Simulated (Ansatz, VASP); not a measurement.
**One calculation of TaHO2, two programs**

```
Ta H O
1.0
     3.00425    0.00000    0.00000
    -1.50212    2.60175    0.00000
     0.00000    0.00000    4.78258
Ta H O
1 1 2
Cartesian
  0.0000 1.7345 0.0000
  1.5021 0.8673 2.3913
  0.0000 0.0000 1.2913
  0.0000 0.0000 3.4913
```

Alike in both runs: task single point; functional PBE; k mesh 6 × 6 × 4; occupations gaussian, width 0.1 eV; no spin polarisation.

|  | VASP | Ansatz |
| --- | --- | --- |
| version | VASP 6.6.1 | Ansatz 0.2.0 |
| potentials or method | VASP PAW PBE potentials, release 64 (Ta_pv, H, O), cutoff 520 eV | scalar-relativistic, plane waves, PAW |
| valence electrons in the cell | 24 | 26 |

```tsv
	VASP	Ansatz	Ansatz less VASP
gap on the k mesh at the Fermi level (eV)	none	none	-
pressure (GPa)	-5.3	-5.8	-0.49
traceless stress, the component that is largest in VASP (GPa)	19.11	19.01	-0.097
rms of the force components (eV/Å)	0.945	0.974	+0.0295
```

Atom by atom the forces differ by 0.030 eV/Å (rms over components). A gap of «none» marks a metal or a gap that the smearing closes. VASP's potentials hold 24 valence electrons a cell and Ansatz's 26, so a difference there can come from the potentials and not from the codes.

The k mesh is coarse, so the values compare programs but aren't converged. Neither program's run includes spin-orbit coupling.
